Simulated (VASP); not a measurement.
The system is Na.

```xyz
2
Lattice="0.0000 3.7062 3.7062 3.7062 0.0000 3.7062 3.7062 3.7062 0.0000" Properties=species:S:1:pos:R:3 pbc="T T T"
Na    0.9265    0.9265    0.9265
Na    6.4858    6.4858    6.4858
```

This isn't the form of Na at room conditions, which is bcc.

```yaml
Program: VASP 6.6.1
Task: relaxation of cell and atoms
Functional: r2SCAN
Potentials_or_basis: VASP PAW PBE potentials, release 64 (Na_pv)
Cutoff: 600 eV
k_mesh: 8 × 8 × 8
Occupations: fermi-dirac, width 0.1 eV
Spin: no spin polarisation
```

At the start: pressure 0.2 GPa; volume 50.91 Å³/atom.

**Question.** How do energy, volume and symmetry change on relaxing?

**Answer.** Over 4 steps the energy falls by 3.1 meV/atom and the volume is 55.43 Å³/atom (+8.9 %); space group Fd-3m (No. 227, to 0.1 Å) before and after.

Step by step:
```
step  energy change (eV)  largest force (eV/Å)  pressure (GPa)  volume (Å³)
   1              0.0000                0.0000            0.19       101.82
   2             -0.0010                0.0000            0.20       102.70
   3             -0.0039                0.0000            0.16       105.37
   4             -0.0061                0.0000            0.00       110.86
```

Final structure:
```
Na
1.0
     0.00000    3.81279    3.81279
     3.81279    0.00000    3.81279
     3.81279    3.81279    0.00000
Na
2
Direct
  0.12500 0.12500 0.12500
  0.87500 0.87500 0.87500
```

Caveat: the PAW data sets were made with another functional, which shifts forces and pressure a little.
